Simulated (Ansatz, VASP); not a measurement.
One calculation of YMg2O2, two programs

```
Y Mg O
1.0
     3.17140    0.00000    0.00000
    -1.58570    2.74651    0.00000
     0.00000    0.00000    8.16464
Y Mg O
1 2 2
Direct
  0.00000 0.00000 0.00000
  0.33333 0.66667 0.65943
  0.66667 0.33333 0.34057
  0.66667 0.33333 0.80216
  0.33333 0.66667 0.19784
```

Change from the starting cell: species swapped into the La2PBr2 type (P-3m1, No. 164).

Alike in both runs: functional PBE; k mesh 6 × 6 × 2; occupations gaussian, width 0.1 eV; no spin polarisation.

Ansatz relaxed the structure, and its values are those at the end. VASP's run is a single point on that final structure, the one shown.

|  | VASP | Ansatz |
| --- | --- | --- |
| version | VASP 6.6.1 | Ansatz 0.2.0 |
| potentials or method | VASP PAW PBE potentials, release 64 (Y_sv, Mg, O), cutoff 520 eV | scalar-relativistic, plane waves, PAW |
| valence electrons in the cell | 27 | 43 |

|  | VASP | Ansatz | Ansatz less VASP |
| --- | --- | --- | --- |
| gap on the k mesh at the Fermi level (eV) | none | none | - |
| pressure (GPa) | -0.5 | -0.3 | +0.26 |
| rms of the force components (eV/Å) | 0.003 | 0.009 | +0.0062 |

A gap of «none» marks a metal or a gap that the smearing closes. VASP's potentials hold 27 valence electrons a cell and Ansatz's 43, so a difference there can come from the potentials and not from the codes.

The k mesh is coarse, so the values compare programs but aren't converged.
